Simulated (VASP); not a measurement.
Input of a VASP 6.6.1 run:

POSCAR

```
SrTiO3
1.0
    3.9035451601      0.0000000000      0.0000000000
    0.0000000000      3.9035451601      0.0000000000
    0.0000000000      0.0000000000      3.9231806804
Sr Ti O
1 1 3
Direct
    0.5000000000      0.5000000000      0.5813666738
    0.0000000000      0.0000000000      0.0850163725
    0.0000000000      0.5000000000      0.0645584601
    0.5000000000      0.0000000000      0.0645584601
    0.0000000000      0.0000000000      0.5644970234
```

INCAR.step1

```
  PREC = Accurate
  ENCUT = 520
  EDIFF = 1E-5
  ISMEAR = 0
  SIGMA = 0.01
  LREAL = F
  LASPH = T
  NELM = 60
  ALGO = Normal
  ISIF = 2
  LWAVE = T
  LCHARG = F
  GGA = PE
  NBANDS = 28
  KPAR = 4
```

The input INCAR.step2:

```
  PREC = Accurate
  ENCUT = 520
  EDIFF = 1E-7
  ISMEAR = 0
  SIGMA = 0.01
  LREAL = F
  LASPH = T
  NELM = 60
  ALGO = Normal
  ISIF = 2
  LWAVE = F
  LCHARG = F
  GGA = PE
  LHFCALC = T
  HFSCREEN = 0.2079
  PRECFOCK = Fast
  ISTART = 1
  NBANDS = 28
  KPAR = 4
```

Contents of KPOINTS:

```
regular mesh
0
Gamma
  4 4 4
```

Potentials or basis: VASP PAW PBE potentials, release 64 (Sr_sv, Ti_sv, O).

Command:

```sh
$ cat potpaw_PBE.64/Sr_sv/POTCAR potpaw_PBE.64/Ti_sv/POTCAR potpaw_PBE.64/O/POTCAR > POTCAR
$ cp INCAR.step1 INCAR
$ mpirun -np 4 vasp_std > vasp.out
$ cp INCAR.step2 INCAR
$ mpirun -np 4 vasp_std > vasp.out
```

What does it give for the largest force?

0.106 eV/Å.

Estimate the band gap on the k mesh.

3.31 eV (least direct gap 3.78 eV).

Forces in eV/Å, atoms in the order of the input:
```
Sr   0.000  0.000  0.009
Ti   0.000  0.000  0.100
O    0.000  0.000 -0.001
O    0.000  0.000 -0.001
O    0.000  0.000 -0.106
```

Caveat: the PAW data sets were made with another functional, which shifts forces and pressure a little. A k mesh can miss the band edges.
